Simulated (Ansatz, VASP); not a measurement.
**Two plane-wave programs on Pt**

File INCAR:

```
PREC = Accurate
ENCUT = 520
EDIFF = 1E-7
ISMEAR = 0
SIGMA = 0.15
LREAL = F
LASPH = T
NELM = 80
ALGO = Fast
ISIF = 2
LWAVE = F
LCHARG = F
NBANDS = 17
```

KPOINTS

```
Automatic mesh
0
Gamma
  18 18 10
```

File POSCAR:

```
Pt
1.0
    2.6857160603      0.0000000000      0.0000000000
   -1.3428580301      2.3258983356      0.0000000000
    0.0000000000      0.0000000000      4.6385750967
Pt
2
Direct
    0.6490534533      0.3333333333      0.7500000000
    0.3509465467      0.6666666667      0.2500000000
```

Input for Ansatz:

```yaml
crystal:
  lattice:
    - [2.6857160603, 0.0, 0.0]
    - [-1.3428580301, 2.3258983356, 0.0]
    - [0.0, 0.0, 4.6385750967]
  atoms:
    - { symbol: Pt, position: [0.6490534533, 0.3333333333, 0.75] }
    - { symbol: Pt, position: [0.3509465467, 0.6666666667, 0.25] }
basis:
  ecutwfc: 420
kpoints:
  mp_grid: { grid: [18, 18, 10] }
hamiltonian:
  xc: lda
scf:
  occupations: { method: gaussian, width: 0.15 }
output:
  forces: true
  stress: true
  eigenvalues: true
```

Change from the starting cell: mode 1 frozen in at -0.048 Å, equal normal strain along x, y and z -0.0083.

Alike in both runs: task single point; functional LDA; k mesh 18 × 18 × 10; occupations gaussian, width 0.15 eV; no spin polarisation.

```csv
,VASP,Ansatz
version,VASP 6.6.1,Ansatz 0.2.0
potentials or method,"VASP PAW LDA potentials, release 64 (Pt), cutoff 520 eV","scalar-relativistic, plane waves, PAW"
valence electrons in the cell,20,36
```

|  | VASP | Ansatz | Ansatz less VASP |
| --- | --- | --- | --- |
| gap on the k mesh at the Fermi level (eV) | none | none | - |
| pressure (GPa) | 9.2 | 8.3 | -0.88 |
| traceless stress, the component that is largest in VASP (GPa) | -0.99 | -0.66 | +0.329 |
| rms of the force components (eV/Å) | 0.019 | 0.019 | -0.0001 |

LDA's correlation is that of Perdew and Zunger in VASP and of Perdew and Wang (1992) in Ansatz. Atom by atom the forces differ by 0.003 eV/Å (rms over components). A gap of «none» marks a metal or a gap that the smearing closes. VASP's potentials hold 20 valence electrons a cell and Ansatz's 36, so a difference there can come from the potentials and not from the codes.

Spin-orbit coupling is off throughout.
